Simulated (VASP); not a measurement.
## O2: single point with PBEsol

The system is O2, in a box.

```
CELL_PARAMETERS angstrom
9.00000 0.00000 0.00000
0.00000 9.50000 0.00000
0.00000 0.00000 10.00000
ATOMIC_POSITIONS crystal
O 0.50000 0.50000 0.43960
O 0.50000 0.50000 0.56040
```

- Program: VASP 6.6.1
- Task: single point
- Functional: PBEsol
- Potentials or basis: VASP PAW PBE potentials, release 64 (O)
- Cutoff: 520 eV
- k mesh: 1 × 1 × 1
- Occupations: methfessel-paxton, width 0.02 eV
- Spin: collinear spin, ferromagnetic start
- Starting moments: [1.0, 1.0] μB

| Property | Result |
| --- | --- |
| Largest force | 1.557 eV/Å |
| Gap between the frontier levels | 2.26 eV |
| Net moment | 2.00 μB per cell |
| Site moments | O +0.81 μB |
| Valence electrons inside the program's atomic spheres | O 4.92 |

Forces in eV/Å, atoms in the order of the input:
```
O    0.000  0.000 -1.557
O    0.000  0.000  1.557
```

Levels at points of the mesh, in eV from the valence-band top:
Spin up:
```
           k point  band 3  band 4  band 5  band 6  band 7  band 8  band 9  band 10  band 11  band 12
(0.00, 0.00, 0.00)   -6.79   -6.79   -6.76    0.00    0.00    6.34    7.56     7.89     7.90     8.05
```
Spin down:
```
           k point  band 1  band 2  band 3  band 4  band 5  band 6  band 7  band 8  band 9  band 10
(0.00, 0.00, 0.00)  -25.05  -11.80   -5.73   -4.95   -4.95    2.26    2.26    6.45    7.78     7.95
```

Run time: 100 s on 1 thread of Intel(R) Xeon(R) 6975P-C (Granite Rapids) (shared host), peak memory 1.1 GiB.

Caveat: the standard files for N, O and F lose accuracy on very short bonds; the PAW data sets were made with another functional, which shifts forces and pressure a little.
